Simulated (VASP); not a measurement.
# CoSn (e600) (P6/mmm) in VASP: further runs

Runs on CoSn (e600). Level: PBE. Tasks: single point, relaxation of cell and atoms.

All numbers are computed with VASP 6.6.1; they aren't measurements. Logs are shortened: lines on timing, memory, paths and dates and some standing lists are left out, and cuts for length are marked.

## 1. The cell of the first run

Symmetry: P6/mmm, No. 191, hexagonal system. Conventional cell: a = 5.296 Å, b = 5.296 Å, c = 4.230 Å, α = 90.00°, β = 90.00°, γ = 120.00°. Within 3.4 Å of Co (site symmetry mmm) lie 6 Sn at 2.61 to 2.65 Å and 4 Co at 2.65 Å. Within 3.4 Å of Sn (site symmetry -6m2) lie 6 Co at 2.61 Å and 3 Sn at 3.06 Å. Sn (site symmetry 6/mmm) has 6 Co at 2.65 Å within 3.5 Å.

## 2. Single point, PBE

Contents of INCAR:

```
PREC     = Accurate       # precision mode
ENCUT    = 520            # plane-wave cutoff, eV
EDIFF    = 1E-7           # SCF threshold, eV
ISMEAR   = 0              # smearing method
SIGMA    = 0.1            # smearing width, eV
LREAL    = False          # projectors in reciprocal space
LASPH    = True           # aspherical terms in the spheres
NELM     = 100            # most SCF steps
ALGO     = Normal         # electronic algorithm
ISIF     = 2              # what is computed and relaxed
LWAVE    = False          # write WAVECAR
LCHARG   = False          # write CHGCAR
GGA      = PE             # functional
NBANDS   = 44             # bands
```

Contents of KPOINTS:

```
Automatic mesh
0
Gamma
  9 9 8
```

Contents of POSCAR:

```
CoSn
1.0
    5.2957053767      0.0000000000      0.0000000000
   -2.6478526883      4.5862153872      0.0000000000
    0.0000000000      0.0000000000      4.2297922293
Co Sn
3 3
Direct
    0.0000000000      0.5000000000      0.0000000000
    0.5000000000      0.5000000000      0.0000000000
    0.5000000000      0.0000000000      0.0000000000
    0.6666666667      0.3333333333      0.5000000000
    0.3333333333      0.6666666667      0.5000000000
    0.0000000000      0.0000000000      0.0000000000
```

Potentials or basis: VASP PAW PBE potentials, release 64 (Co, Sn_d).

On the command line:

```bash
$ cat potpaw_PBE.64/Co/POTCAR potpaw_PBE.64/Sn_d/POTCAR > POTCAR
$ mpirun -np 1 vasp_std > vasp.out
```

OUTCAR:

```text
PREC = Accurate
   ENCUT = 520
   EDIFF = 1E-7
   ISMEAR = 0
   LREAL = False
   LASPH = True
   NELM = 100
   ISIF = 2
   GGA = PE

 ion  position               nearest neighbor table
   1  0.000  0.500  0.000-   4 2.61   5 2.61   4 2.61   5 2.61   6 2.65   6 2.65   2 2.65   2 2.65
                             3 2.65   3 2.65
   2  0.500  0.500  0.000-   4 2.61   5 2.61   4 2.61   5 2.61   3 2.65   3 2.65   1 2.65   1 2.65
                             6 2.65   6 2.65
   3  0.500  0.000  0.000-   4 2.61   5 2.61   4 2.61   5 2.61   2 2.65   2 2.65   6 2.65   6 2.65
                             1 2.65   1 2.65
   4  0.667  0.333  0.500-   3 2.61   3 2.61   1 2.61   1 2.61   2 2.61   2 2.61   5 3.06   5 3.06
                             5 3.06   6 3.72   6 3.72   6 3.72   6 3.72   6 3.72   6 3.72
   5  0.333  0.667  0.500-   3 2.61   3 2.61   1 2.61   1 2.61   2 2.61   2 2.61   4 3.06   4 3.06
                             4 3.06   6 3.72   6 3.72   6 3.72   6 3.72   6 3.72   6 3.72
   6  0.000  0.000  0.000-   1 2.65   1 2.65   3 2.65   3 2.65   2 2.65   2 2.65   5 3.72   4 3.72
                             5 3.72   4 3.72   4 3.72   4 3.72   5 3.72   5 3.72   4 3.72   5 3.72

  LATTYP: Found a hexagonal cell.
 ALAT       =     5.2957053767
 C/A-ratio  =     0.7987212143

  Lattice vectors:

 A1 = (   5.2957053767,   0.0000000000,   0.0000000000)
 A2 = (  -2.6478526883,   4.5862153872,   0.0000000000)
 A3 = (   0.0000000000,   0.0000000000,   4.2297922293)

Analysis of symmetry for initial positions (statically):
=====================================================================
 Subroutine PRICEL returns:
 Original cell was already a primitive cell.

 Routine SETGRP: Setting up the symmetry group for a
 hexagonal supercell.

 Subroutine GETGRP returns: Found 24 space group operations
 (whereof 24 operations were pure point group operations)
 out of a pool of 24 trial point group operations.

The static configuration has the point symmetry D_6h.

Analysis of symmetry for dynamics (positions and initial velocities):
=====================================================================
 Subroutine PRICEL returns:
 Original cell was already a primitive cell.

 Routine SETGRP: Setting up the symmetry group for a
 hexagonal supercell.

 Subroutine GETGRP returns: Found 24 space group operations
 (whereof 24 operations were pure point group operations)
 out of a pool of 24 trial point group operations.

The dynamic configuration has the point symmetry D_6h.

 Subroutine INISYM returns: Found 24 space group operations
 (whereof 24 operations are pure point group operations),
 and found     1 'primitive' translations
[... 103 lines left out ...]
   EDIFF  = 0.1E-06   stopping-criterion for ELM
   LREAL  =      F    real-space projection
   EDIFFG = 0.1E-05   stopping-criterion for IOM
   NSW    =      0    number of steps for IOM
   IBRION =     -1    ionic relax: 0-MD 1-quasi-New 2-CG
   NFREE  =      0    steps in history (QN), initial steepest desc. (CG)
   ISIF   =      2    stress and relaxation
   ISYM   =      2    0-nonsym 1-usesym 2-fastsym
   POTIM  = 0.5000    time-step for ionic-motion
   TEBEG  =    0.0;   TEEND  =   0.0 temperature during run
   PSTRESS=    0.0 pullay stress
   NELECT =      69.0000    total number of electrons
   NUPDOWN=      -1.0000    fix difference up-down
   EMIN   =  10.00;   EMAX   =-10.00  energy-range for DOS
   EFERMI =   0.00;   METHOD = LEGACY
   ISMEAR =     0;   SIGMA  =   0.10  broadening in eV -4-tet -1-fermi 0-gaus
   EFERMI_NEDOS =   21; number of points for ismear=-14 and -15
   IALGO  =     38    algorithm
   IMIX   =      4    mixing-type and parameters
     AMIX     =   0.40;   BMIX     =  1.00
     AMIX_MAG =   1.60;   BMIX_MAG =  1.00
  volume/ion in A,a.u.               =      17.12       115.54
  Fermi-wavevector in a.u.,A,eV,Ry     =   1.433702  2.709303 27.966778  2.055500
  Thomas-Fermi vector in A             =   2.553191
   LORBIT       =      0    0 simple, 1 ext, 2 COOP (PROOUT), +10 PAW based schemes
   GGA     = PE    functional components
   LHFCALC =     F    Hartree Fock is set to
   AEXX    =    0.0000 exact exchange contribution
   IVDW    =     0    specifies the selected vdW correction
   LEPSILON=     F    determine dielectric tensor
   LRPA    =     F    only Hartree local field effects (RPA)
 non-spin polarized calculation
 Gauss-broadening in eV      SIGMA  =   0.10
  energy-cutoff  :      520.00
  volume of cell :      102.73
 maximum number of plane-waves:      2790
 NGX is ok and might be reduce to    40
   NGX = 19   NGY = 19   NGZ = 15

 number of electron      69.0000014 magnetization

 Free energy of the ion-electron system (eV)
  ---------------------------------------------------
  ext. energy  EPLUGINS =         0.00000000
  ---------------------------------------------------
  free energy    TOTEN  =       -33.25995131 eV

  energy without entropy =      -33.24749863  energy(sigma->0) =      -33.25372497

 E-fermi :   9.7479     XC(G=0): -11.7065

 val. band max:        9.7342889118   @ k =   0.3333   0.0000   0.1250
 cond. band min:       9.7481071559   @ k =   0.1111   0.0000   0.5000
 fundamental gap:      0.0138182441
 Fermi energy:         9.7478524579

 k-point     1 :       0.0000    0.0000    0.0000
  band No.  band energies     occupation
      1     -11.7551      2.00000
      2     -11.6427      2.00000
      3     -11.6427      2.00000
      4     -11.6104      2.00000
      5     -11.6104      2.00000
      6     -11.5123      2.00000
[... 1117 lines left out ...]
     43      16.2190      0.00000
     44      16.3449      0.00000

 [... further k-points ...]
[... 5 lines left out ...]
  --------------------------------------------------------------------------------------
  -------------------------------------------------------------------------------------
  Total       -0.0057711     -0.0057711     -0.0580901     -0.0000000      0.0000000     -0.0000000
  in kB       -0.0900058     -0.0900058     -0.9059729     -0.0000000      0.0000000     -0.0000000
  external PRESSURE =      -0.3619948 kB  Pullay stress =       0.0000000 kB

 VOLUME and BASIS-vectors are now :
 -----------------------------------------------------------------------------
  energy-cutoff  :      520.00
  volume of cell :      102.73
      direct lattice vectors                 reciprocal lattice vectors
     5.295705377  0.000000000  0.000000000     0.188832257  0.109022355  0.000000000
    -2.647852688  4.586215387  0.000000000     0.000000000  0.218044709  0.000000000
     0.000000000  0.000000000  4.229792229     0.000000000  0.000000000  0.236418232

 POSITION                                       TOTAL-FORCE (eV/Angst)
 -----------------------------------------------------------------------------------
     -1.32393      2.29311      0.00000         0.000000      0.000000      0.000000
      1.32393      2.29311      0.00000         0.000000      0.000000      0.000000
      2.64785      0.00000      0.00000         0.000000      0.000000      0.000000
      2.64785      1.52874      2.11490        -0.000000     -0.000000      0.000000
     -0.00000      3.05748      2.11490         0.000000      0.000000     -0.000000
      0.00000      0.00000      0.00000         0.000000      0.000000      0.000000
 -----------------------------------------------------------------------------------
    total drift:                               -0.000000      0.000000     -0.000000

  FREE ENERGIE OF THE ION-ELECTRON SYSTEM (eV)
  ---------------------------------------------------
  free  energy   TOTEN  =       -33.2599513139 eV

  energy  without entropy=      -33.2474986292  energy(sigma->0) =      -33.25372497
```

OSZICAR:

```text
N       E                     dE             d eps       ncg     rms          rms(c)
DAV:   1     0.690384290869E+03    0.69038E+03   -0.31292E+04  5332   0.248E+03
DAV:   2     0.711251465833E+02   -0.61926E+03   -0.60089E+03  5280   0.601E+02
DAV:   3    -0.304335323577E+02   -0.10156E+03   -0.98575E+02  5400   0.222E+02
DAV:   4    -0.356440255424E+02   -0.52105E+01   -0.51691E+01  6008   0.562E+01
DAV:   5    -0.358049039885E+02   -0.16088E+00   -0.16081E+00  7192   0.901E+00    0.144E+01
DAV:   6    -0.375680044431E+02   -0.17631E+01   -0.26880E+01  6064   0.514E+01    0.161E+01
DAV:   7    -0.334726155705E+02    0.40954E+01   -0.15665E+01  6036   0.394E+01    0.472E+00
DAV:   8    -0.332800672042E+02    0.19255E+00   -0.13637E+00  5748   0.797E+00    0.131E+00
DAV:   9    -0.332611400379E+02    0.18927E-01   -0.13942E-01  6180   0.402E+00    0.417E-01
DAV:  10    -0.332605145774E+02    0.62546E-03   -0.13045E-02  5880   0.944E-01    0.252E-01
DAV:  11    -0.332598733042E+02    0.64127E-03   -0.13364E-03  6552   0.340E-01    0.826E-02
DAV:  12    -0.332599487345E+02   -0.75430E-04   -0.26530E-04  6308   0.111E-01    0.246E-02
DAV:  13    -0.332599526124E+02   -0.38779E-05   -0.24858E-05  6268   0.471E-02    0.896E-03
DAV:  14    -0.332599520030E+02    0.60938E-06   -0.33231E-06  5892   0.135E-02    0.245E-03
DAV:  15    -0.332599513660E+02    0.63700E-06   -0.62626E-07  5684   0.661E-03    0.106E-03
DAV:  16    -0.332599513139E+02    0.52096E-07   -0.59813E-08  3276   0.227E-03
   1 F= -.33259951E+02 E0= -.33253725E+02  d E =-.124527E-01
```

It took 3 min on 1 thread of AMD EPYC 9R14 (Zen 4), shared host; peak memory 0.33 GiB.

Results:

- Free energy: -33.2600 eV
- Pressure: 0.0 GPa

Stress tensor (GPa, compression positive):
```
-0.01  0.00  0.00
 0.00 -0.01  0.00
 0.00  0.00 -0.09
```

Levels at points of the mesh, in eV from the Fermi level:
```
           k point  band 30  band 31  band 32  band 33  band 34  band 35  band 36  band 37  band 38  band 39
(0.00, 0.00, 0.00)    -0.43    -0.41    -0.41    -0.38    -0.38     0.52     0.60     1.36     1.36     2.93
(0.00, 0.00, 0.50)    -0.90    -0.90    -0.48    -0.47    -0.47    -0.38    -0.38    -0.11     0.52     1.21
```

Caveat: spin-orbit coupling is left out, which moves the levels of the heavy elements. Spin polarisation is off, so any magnetic state and its effect on volume and gap are missing.

(Continued in part 2 of 2.)
